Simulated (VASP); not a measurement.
Input of a VASP 6.6.1 run:

POSCAR

```
Si2W
1.0
    3.0667849129      0.0000000000      0.0000000000
    0.0000000000      3.2498251145      0.0000000000
    0.0000000000      0.0000000000      7.8533412989
Si W
4 2
Direct
    0.0000000000      0.0000000000      0.3344491433
    0.5000000000      0.5000000000      0.1655508567
    0.5000000000      0.5000000000      0.8344491433
    0.0000000000      0.0000000000      0.6655508567
    0.0000000000      0.0000000000      0.0000000000
    0.5000000000      0.5000000000      0.5000000000
```

File INCAR.step1:

```
ALGO     = Normal         # electronic algorithm
EDIFF    = 1E-4           # SCF threshold, eV
ENCUT    = 520            # plane-wave cutoff, eV
GGA      = PE             # functional
ISMEAR   = 0              # smearing method
LASPH    = T              # aspherical terms in the spheres
LCHARG   = F              # write CHGCAR
LREAL    = F              # projectors in reciprocal space
LWAVE    = T              # write WAVECAR
NBANDS   = 31             # bands
NELM     = 100            # most SCF steps
PREC     = Accurate       # precision mode
SIGMA    = 0.1            # smearing width, eV
```

File INCAR.step2:

```
ALGO     = Normal         # electronic algorithm
EDIFF    = 1E-6           # SCF threshold, eV
ENCUT    = 520            # plane-wave cutoff, eV
ISIF     = 2              # what is computed and relaxed
ISMEAR   = 0              # smearing method
ISTART   = 1            
LASPH    = T              # aspherical terms in the spheres
LCHARG   = F              # write CHGCAR
LMIXTAU  = T            
LREAL    = F              # projectors in reciprocal space
LWAVE    = F              # write WAVECAR
METAGGA  = R2SCAN         # meta-GGA
NBANDS   = 31             # bands
NELM     = 100            # most SCF steps
PREC     = Accurate       # precision mode
SIGMA    = 0.1            # smearing width, eV
```

The input KPOINTS:

```
k-points
0
Gamma
  12 12 6
```

Potentials or basis: VASP PAW PBE potentials, release 64 (Si, W_sv).

Launch:

```bash
$ cat potpaw_PBE.64/Si/POTCAR potpaw_PBE.64/W_sv/POTCAR > POTCAR
$ cp INCAR.step1 INCAR
$ mpirun -np 1 vasp_std > vasp.out
$ cp INCAR.step2 INCAR
$ mpirun -np 1 vasp_std > vasp.out
```

Estimate the pressure.

6.9 GPa.

What does it give for the band gap on the k mesh?

Zero (bands 22 and 23 overlap by 1.23 eV).

Predict the largest force.

0.009 eV/Å.

Stress tensor (GPa, compression positive):
```
20.38  0.00  0.00
 0.00  0.36  0.00
 0.00  0.00  0.10
```

Caveat: the cell differs from its parent crystal (uniaxial strain along a: -4.5 %, then relaxed in part); the cell stands under pressure; the PAW data sets were made with another functional, which shifts forces and pressure a little; spin-orbit coupling is left out, which moves the levels of the heavy elements.
